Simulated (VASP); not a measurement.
**PbSe: single point with PBEsol**

PbSe:

```
CELL_PARAMETERS angstrom
2.21087 -6.29334 0.00000
2.21087 6.29334 0.00000
0.00000 0.00000 4.56614
ATOMIC_POSITIONS crystal
Pb 0.63176 0.36824 0.75000
Pb 0.36824 0.63176 0.25000
Se 0.86129 0.13871 0.75000
Se 0.13871 0.86129 0.25000
```

```yaml
Program: VASP 6.6.1
Task: single point
Functional: PBEsol
Potentials_or_basis: VASP PAW PBE potentials, release 64 (Pb_d, Se)
Cutoff: 520 eV
k_mesh: 6 × 6 × 4
Occupations: gaussian, width 0.01 eV
Spin: no spin polarisation
Dipole_correction: no
Further_INCAR_settings: ALGO = Normal; EDIFF = 1e-06; NBANDS = 28
```

| Property | Result |
| --- | --- |
| Pressure | -4.6 GPa |
| Largest force | 0.373 eV/Å |
| Band gap on the k mesh | 1.22 eV, indirect (least direct gap 1.37 eV) |

Forces in eV/Å, atoms in the order of the input:
```
Pb   0.000 -0.373  0.000
Pb   0.000  0.373  0.000
Se   0.000  0.221  0.000
Se   0.000 -0.221  0.000
```

Stress tensor (GPa, compression positive):
```
-4.76  0.00  0.00
 0.00 -4.27  0.00
 0.00  0.00 -4.81
```

Levels at points of the mesh, in eV from the valence-band top:
```tsv
k point	band 17	band 18	band 19	band 20	band 21	band 22	band 23	band 24
(0.00, 0.00, 0.00)	-1.78	-1.23	-1.00	-0.22	4.32	4.51	4.56	5.07
(0.50, 0.00, 0.00)	-0.91	-0.66	-0.40	-0.16	1.52	1.68	1.94	2.63
(0.50, 0.50, 0.00)	-1.49	-1.47	-0.81	-0.40	1.22	4.15	4.33	4.72
(0.00, 0.00, 0.50)	-0.63	-0.63	0.00	0.00	1.57	1.57	2.42	2.42
(0.50, 0.00, 0.50)	-2.60	-2.60	-1.02	-1.02	3.16	3.16	5.17	5.17
(0.50, 0.50, 0.50)	-0.74	-0.74	-0.29	-0.29	1.24	1.24	2.82	2.82
```

Run time: 6.1 min on 1 thread of AMD EPYC 7R13, with other jobs on the host, peak memory 0.31 GiB.

Caveat: the PAW data sets were made with another functional, which shifts forces and pressure a little; spin-orbit coupling is left out, which moves the levels of the heavy elements. A k mesh can miss the band edges.
